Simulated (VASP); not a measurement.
# K (P6_3/mmc) in VASP: further runs

Runs on K. Level: PBE. Tasks: single point.

All numbers are computed with VASP 6.6.1; they aren't measurements. Logs are shortened: lines on timing, memory, paths and dates and some standing lists are left out, and cuts for length are marked.

## (1) The cell of the first run

Symmetry: P6_3/mmc, No. 194, hexagonal system. The conventional cell has a = 4.665 Å, b = 4.665 Å, c = 7.670 Å, α = 90.00°, β = 90.00°, γ = 120.00°.

This isn't the form of K at room conditions, which is bcc.

## (2) Single point, PBE

Input file INCAR:

```
SYSTEM = K
  ALGO = Normal
  EDIFF = 1E-6
  ENCUT = 520
  GGA = PE
  ISIF = 2
  ISMEAR = -1
  LASPH = .True.
  LCHARG = .False.
  LREAL = .False.
  LWAVE = .False.
  NBANDS = 16
  NELM = 100
  PREC = Accurate
  SIGMA = 0.05
```

Input file KPOINTS:

```
k-points
0
Gamma
  7 7 4
  0 0 0
```

Input file POSCAR:

```
K
1.0
    4.6651769858      0.0000000000      0.0000000000
   -2.3325884929      4.0401617828      0.0000000000
    0.0000000000      0.0000000000      7.6701311367
K
2
Direct
    0.6666666667      0.3333333333      0.7500000000
    0.3333333333      0.6666666667      0.2500000000
```

Potentials or basis: VASP PAW PBE potentials, release 64 (K_sv).

Run with:

```bash
$ cat potpaw_PBE.64/K_sv/POTCAR > POTCAR
$ mpirun -np 1 vasp_std > vasp.out
```

OUTCAR:

```text
SYSTEM = K
   EDIFF = 1E-6
   ENCUT = 520
   GGA = PE
   ISIF = 2
   ISMEAR = -1
   LASPH = .True.
   LREAL = .False.
   NELM = 100
   PREC = Accurate

 ion  position               nearest neighbor table
   1  0.667  0.333  0.750-
   2  0.333  0.667  0.250-

  LATTYP: Found a hexagonal cell.
 ALAT       =     4.6651769858
 C/A-ratio  =     1.6441243623

  Lattice vectors:

 A1 = (   4.6651769858,   0.0000000000,   0.0000000000)
 A2 = (  -2.3325884929,   4.0401617828,   0.0000000000)
 A3 = (   0.0000000000,   0.0000000000,   7.6701311367)

Analysis of symmetry for initial positions (statically):
=====================================================================
 Subroutine PRICEL returns:
 Original cell was already a primitive cell.

 Routine SETGRP: Setting up the symmetry group for a
 hexagonal supercell.

 Subroutine GETGRP returns: Found 24 space group operations
 (whereof 12 operations were pure point group operations)
 out of a pool of 24 trial point group operations.

The static configuration has the point symmetry D_3d.
 The point group associated with its full space group is D_6h.

Analysis of symmetry for dynamics (positions and initial velocities):
=====================================================================
 Subroutine PRICEL returns:
 Original cell was already a primitive cell.

 Routine SETGRP: Setting up the symmetry group for a
 hexagonal supercell.

 Subroutine GETGRP returns: Found 24 space group operations
 (whereof 12 operations were pure point group operations)
 out of a pool of 24 trial point group operations.

The dynamic configuration has the point symmetry D_3d.
 The point group associated with its full space group is D_6h.

 Subroutine INISYM returns: Found 24 space group operations
 (whereof 12 operations are pure point group operations),
 and found     1 'primitive' translations

----------------------------------------------------------------------------------------

                                     Primitive cell

  volume of cell :     144.5672

  direct lattice vectors                    reciprocal lattice vectors
     4.665176986  0.000000000  0.000000000     0.214354140  0.123757420  0.000000000
    -2.332588493  4.040161783  0.000000000     0.000000000  0.247514841  0.000000000
     0.000000000  0.000000000  7.670131137     0.000000000  0.000000000  0.130375867

  length of vectors
     4.665176986  4.665176986  7.670131137     0.247514841  0.247514841  0.130375867

  position of ions in fractional coordinates (direct lattice)
     0.666666667  0.333333333  0.750000000
     0.333333333  0.666666667  0.250000000

  ion indices of the primitive-cell ions
   primitive index   ion index
                 1           1
                 2           2

----------------------------------------------------------------------------------------

 KPOINTS: k-points

Automatic generation of k-mesh.
 Grid dimensions read from file:
 generate k-points for:    7    7    4

 Generating k-lattice:

  Cartesian coordinates                     Fractional coordinates (reciprocal lattice)
     0.030622020  0.017679631  0.000000000     0.142857143  0.000000000  0.000000000
     0.000000000  0.035359263  0.000000000     0.000000000  0.142857143  0.000000000
     0.000000000  0.000000000  0.032593967     0.000000000  0.000000000  0.250000000

  Length of vectors
     0.035359263  0.035359263  0.032593967

  Shift w.r.t. Gamma in fractional coordinates (k-lattice)
     0.000000000  0.000000000  0.000000000

 Subroutine IBZKPT returns following result:
 ===========================================

 Found     24 irreducible k-points:

 Following reciprocal coordinates:
            Coordinates               Weight
  0.000000  0.000000  0.000000      1.000000
  0.142857  0.000000  0.000000      6.000000
  0.285714 -0.000000  0.000000      6.000000
  0.428571  0.000000  0.000000      6.000000
  0.142857  0.142857  0.000000      6.000000
  0.285714  0.142857  0.000000     12.000000
[... 16 lines left out ...]
  0.428571  0.142857  0.500000      6.000000
  0.285714  0.285714  0.500000      6.000000
   k-points           NKPTS =     24   k-points in BZ     NKDIM =     24   number of bands    NBANDS=     16
   number of dos      NEDOS =    301   number of ions     NIONS =      2
   total plane-waves  NPLWV =  77760
   dimension x,y,z NGX =    36 NGY =   36 NGZ =   60
   dimension x,y,z NGXF=    72 NGYF=   72 NGZF=  120
   ions per type =               2
   NGX,Y,Z   is equivalent  to a cutoff of  12.83, 12.83, 13.00 a.u.
   NGXF,Y,Z  is equivalent  to a cutoff of  25.66, 25.66, 26.01 a.u.
 SYSTEM =  K
   PREC   = accura    normal or accurate (medium, high low for compatibility)
   ISTART =      0    job   : 0-new  1-cont  2-samecut
   ICHARG =      2    charge: 1-file 2-atom 10-const
   ISPIN  =      1    spin polarized calculation?
   LNONCOLLINEAR =      F non collinear calculations
   LSORBIT =      F    spin-orbit coupling
   LASPH  =      T    aspherical Exc in radial PAW
   ENCUT  =  520.0 eV  38.22 Ry    6.18 a.u.   8.67  8.67 14.26*2*pi/ulx,y,z
   NELM   =    100;   NELMIN=  2; NELMDL= -5     # of ELM steps
   EDIFF  = 0.1E-05   stopping-criterion for ELM
   LREAL  =      F    real-space projection
   EDIFFG = 0.1E-04   stopping-criterion for IOM
   NSW    =      0    number of steps for IOM
   IBRION =     -1    ionic relax: 0-MD 1-quasi-New 2-CG
   NFREE  =      0    steps in history (QN), initial steepest desc. (CG)
   ISIF   =      2    stress and relaxation
   ISYM   =      2    0-nonsym 1-usesym 2-fastsym
   POTIM  = 0.5000    time-step for ionic-motion
   TEBEG  =    0.0;   TEEND  =   0.0 temperature during run
   PSTRESS=    0.0 pullay stress
   NELECT =      18.0000    total number of electrons
   NUPDOWN=      -1.0000    fix difference up-down
   EMIN   =  10.00;   EMAX   =-10.00  energy-range for DOS
   EFERMI =   0.00;   METHOD = LEGACY
   ISMEAR =    -1;   SIGMA  =   0.05  broadening in eV -4-tet -1-fermi 0-gaus
   EFERMI_NEDOS =   21; number of points for ismear=-14 and -15
   IALGO  =     38    algorithm
   IMIX   =      4    mixing-type and parameters
     AMIX     =   0.40;   BMIX     =  1.00
     AMIX_MAG =   1.60;   BMIX_MAG =  1.00
  volume/ion in A,a.u.               =      72.28       487.79
  Fermi-wavevector in a.u.,A,eV,Ry     =   0.817477  1.544808  9.092357  0.668269
  Thomas-Fermi vector in A             =   1.927932
   LORBIT       =      0    0 simple, 1 ext, 2 COOP (PROOUT), +10 PAW based schemes
   GGA     = PE    functional components
   LHFCALC =     F    Hartree Fock is set to
   AEXX    =    0.0000 exact exchange contribution
   IVDW    =     0    specifies the selected vdW correction
   LEPSILON=     F    determine dielectric tensor
   LRPA    =     F    only Hartree local field effects (RPA)
 non-spin polarized calculation
  energy-cutoff  :      520.00
  volume of cell :      144.57
 maximum number of plane-waves:      3910
 NGX is ok and might be reduce to    36
   NGX = 17   NGY = 17   NGZ = 29

 number of electron      18.0000001 magnetization

 Free energy of the ion-electron system (eV)
  ---------------------------------------------------
  ext. energy  EPLUGINS =         0.00000000
  ---------------------------------------------------
  free energy    TOTEN  =        -2.10671937 eV

  energy without entropy =       -2.09634682  energy(sigma->0) =       -2.10153310

 E-fermi :  -0.0898     XC(G=0):  -5.6925

 val. band max:       -0.1582067282   @ k =   0.1429   0.1429   0.2500
 cond. band min:       0.0145983178   @ k =   0.2857  -0.0000   0.2500
 fundamental gap:      0.1728050460
 Fermi energy:        -0.0898035916

 k-point     1 :       0.0000    0.0000    0.0000
  band No.  band energies     occupation
      1     -32.1979      2.00000
      2     -32.1940      2.00000
      3     -15.7162      2.00000
      4     -15.6570      2.00000
      5     -15.6570      2.00000
      6     -15.6475      2.00000
[... 8 lines left out ...]
     15       4.4247      0.00000
     16       4.4247      0.00000

 k-point     2 :       0.1429    0.0000    0.0000
  band No.  band energies     occupation
      1     -32.1972      2.00000
      2     -32.1936      2.00000
      3     -15.7117      2.00000
      4     -15.6673      2.00000
      5     -15.6602      2.00000
      6     -15.6581      2.00000
[... 8 lines left out ...]
     15       4.3666      0.00000
     16       4.3921      0.00000

 k-point     3 :       0.2857   -0.0000    0.0000
  band No.  band energies     occupation
      1     -32.1955      2.00000
      2     -32.1929      2.00000
      3     -15.7001      2.00000
      4     -15.6907      2.00000
      5     -15.6813      2.00000
      6     -15.6672      2.00000
[... 8 lines left out ...]
     15       4.2206      0.00000
     16       4.4679      0.00000

 k-point     4 :       0.4286    0.0000    0.0000
  band No.  band energies     occupation
      1     -32.1941      2.00000
      2     -32.1925      2.00000
      3     -15.7097      2.00000
      4     -15.6993      2.00000
      5     -15.6877      2.00000
      6     -15.6725      2.00000
[... 8 lines left out ...]
     15       3.9783      0.00000
     16       4.8569      0.00000
[... 324 lines left out ...]
 k-point    22 :       0.2857    0.1429    0.5000
  band No.  band energies     occupation
      1     -32.1935      2.00000
      2     -32.1935      2.00000
      3     -15.7052      2.00000
      4     -15.7052      2.00000
      5     -15.6722      2.00000
      6     -15.6722      2.00000
[... 8 lines left out ...]
     15       4.0649      0.00000
     16       4.0649      0.00000

 k-point    23 :       0.4286    0.1429    0.5000
  band No.  band energies     occupation
      1     -32.1930      2.00000
      2     -32.1930      2.00000
      3     -15.7121      2.00000
      4     -15.7121      2.00000
      5     -15.6756      2.00000
      6     -15.6756      2.00000
[... 8 lines left out ...]
     15       4.1515      0.00000
     16       4.1515      0.00000

 k-point    24 :       0.2857    0.2857    0.5000
  band No.  band energies     occupation
      1     -32.1929      2.00000
      2     -32.1929      2.00000
      3     -15.7056      2.00000
      4     -15.7056      2.00000
      5     -15.6857      2.00000
      6     -15.6857      2.00000
[... 8 lines left out ...]
     15       4.2253      0.00000
     16       4.2253      0.00000

------------------------ aborting loop because EDIFF is reached ----------------------------------------

  FORCE on cell =-STRESS in cart. coord.  units (eV):
  Direction    XX          YY          ZZ          XY          YZ          ZX
  --------------------------------------------------------------------------------------
  -------------------------------------------------------------------------------------
  Total        0.0405133      0.0405133      0.1087435      0.0000000      0.0000000      0.0000000
  in kB        0.4489923      0.4489923      1.2051592      0.0000000      0.0000000      0.0000000
  external PRESSURE =       0.7010479 kB  Pullay stress =       0.0000000 kB

 VOLUME and BASIS-vectors are now :
 -----------------------------------------------------------------------------
  energy-cutoff  :      520.00
  volume of cell :      144.57
      direct lattice vectors                 reciprocal lattice vectors
     4.665176986  0.000000000  0.000000000     0.214354140  0.123757420  0.000000000
    -2.332588493  4.040161783  0.000000000     0.000000000  0.247514841  0.000000000
     0.000000000  0.000000000  7.670131137     0.000000000  0.000000000  0.130375867

 POSITION                                       TOTAL-FORCE (eV/Angst)
 -----------------------------------------------------------------------------------
      2.33259      1.34672      5.75260         0.000000     -0.000000     -0.000000
     -0.00000      2.69344      1.91753        -0.000000      0.000000      0.000000
 -----------------------------------------------------------------------------------
    total drift:                               -0.000000      0.000000     -0.000000

  FREE ENERGIE OF THE ION-ELECTRON SYSTEM (eV)
  ---------------------------------------------------
  free  energy   TOTEN  =        -2.1067193692 eV

  energy  without entropy=       -2.0963468247  energy(sigma->0) =       -2.10153310
```

Wall time 43 s (1 thread of Intel Xeon 8259CL, shared host); peak memory 0.26 GiB.

What came out:

```
Free energy            : -2.1067 eV
Pressure               : 0.1 GPa
Band gap on the k mesh : zero (bands 9 and 10 overlap by 2.24 eV)
```

Stress tensor (GPa, compression positive):
```
0.04 0.00 0.00
0.00 0.04 0.00
0.00 0.00 0.12
```

## (3) Single point, PBE

This run uses another cell than the first one, of 73.82 Å³/atom.

Input file INCAR:

```
ALGO = Normal
EDIFF = 1E-7
ENCUT = 520
GGA = PE
ISIF = 2
ISMEAR = -1
LASPH = T
LCHARG = T
LELF = T
LREAL = F
LVHAR = T
LWAVE = F
NBANDS = 16
NELM = 60
PREC = Accurate
SIGMA = 0.05
```

Input file KPOINTS:

```
k-points
0
Gamma
  7 7 4
```

Input file POSCAR:

```
K
1.0
    4.6980314273      0.0000000000      0.0000000000
   -2.3490157137      4.0686145638      0.0000000000
    0.0000000000      0.0000000000      7.7241479244
K
2
Direct
    0.6666666667      0.3333333333      0.7500000000
    0.3333333333      0.6666666667      0.2500000000
```

Potentials or basis: VASP PAW PBE potentials, release 64 (K_sv).

Run with:

```bash
$ cat potpaw_PBE.64/K_sv/POTCAR > POTCAR
$ mpirun -np 1 vasp_std > vasp.out
```

Run time: 52 s. Hardware: 1 thread of Intel Xeon 8259CL, shared host; peak memory 0.26 GiB.

It converged, with:

| Property | Result |
| --- | --- |
| Free energy | -2.1076 eV |
| Pressure | 0.0 GPa |
| Band gap on the k mesh | zero (bands 9 and 10 overlap by 2.22 eV) |

Levels at points of the mesh, in eV from the Fermi level:
```
           k point  band 6  band 7  band 8  band 9  band 10  band 11  band 12  band 13
(0.00, 0.00, 0.00)  -15.57  -15.57  -15.57   -2.14     0.31     0.54     4.10     4.10
(0.00, 0.00, 0.50)  -15.58  -15.58  -15.58   -1.44    -1.44     2.73     2.73     4.14
```

## (4) Single point, PBE

This run uses another cell than the first one, of 75.36 Å³/atom.

Input file INCAR:

```
SYSTEM = K
PREC = Accurate
ENCUT = 520
EDIFF = 1E-7
ISMEAR = -1
SIGMA = 0.05
LREAL = .False.
LASPH = .True.
NELM = 80
ALGO = Normal
ISIF = 2
LWAVE = .False.
LCHARG = .True.
GGA = PE
LELF = .True.
LVHAR = .True.
NBANDS = 16
```

Input file KPOINTS:

```
Automatic mesh
0
Gamma
  7 7 4
  0 0 0
```

Input file POSCAR:

```
K
1.0
    4.7304326679      0.0000000000      0.0000000000
   -2.3652163340      4.0966748613      0.0000000000
    0.0000000000      0.0000000000      7.7774195935
K
2
Direct
    0.6666666667      0.3333333333      0.7500000000
    0.3333333333      0.6666666667      0.2500000000
```

Run with:

```bash
$ cat potpaw_PBE.64/K_sv/POTCAR > POTCAR
$ mpirun -np 1 vasp_std > vasp.out
```

It took 55 s on 1 thread of Intel Xeon 8259CL, shared host; peak memory 0.26 GiB.

Results (log left out):

```yaml
Free_energy: -2.1071 eV
Pressure: -0.1 GPa
Band_gap_on_the_k_mesh: zero (bands 9 and 10 overlap by 2.20 eV)
```

Levels at points of the mesh, in eV from the Fermi level:
```tsv
k point	band 7	band 8	band 9	band 10	band 11	band 12
(0.00, 0.00, 0.00)	-15.59	-15.59	-2.12	0.31	0.53	4.08
(0.00, 0.00, 0.50)	-15.59	-15.59	-1.42	-1.42	2.71	2.71
```

## (5) Overview

| cell | gap on the mesh (eV) | pressure (GPa) |
| --- | --- | --- |
| a = 4.665, b = 4.665, c = 7.670 Å, angles 90.0, 90.0, 120.0°, 2 atoms | none | 0.1 |
| a = 4.698, b = 4.698, c = 7.724 Å, angles 90.0, 90.0, 120.0°, 2 atoms | none | 0.0 |
| a = 4.730, b = 4.730, c = 7.777 Å, angles 90.0, 90.0, 120.0°, 2 atoms | none | -0.1 |

Alike in all rows: task single point; level PBE; potentials or basis VASP PAW PBE potentials, release 64 (K_sv); no spin polarisation; k mesh 7 × 7 × 4; cutoff (eV) 520; smearing fermi-dirac 0.05 eV.

Total energies depend on the potentials used, so only differences within one code and one set of settings carry meaning.
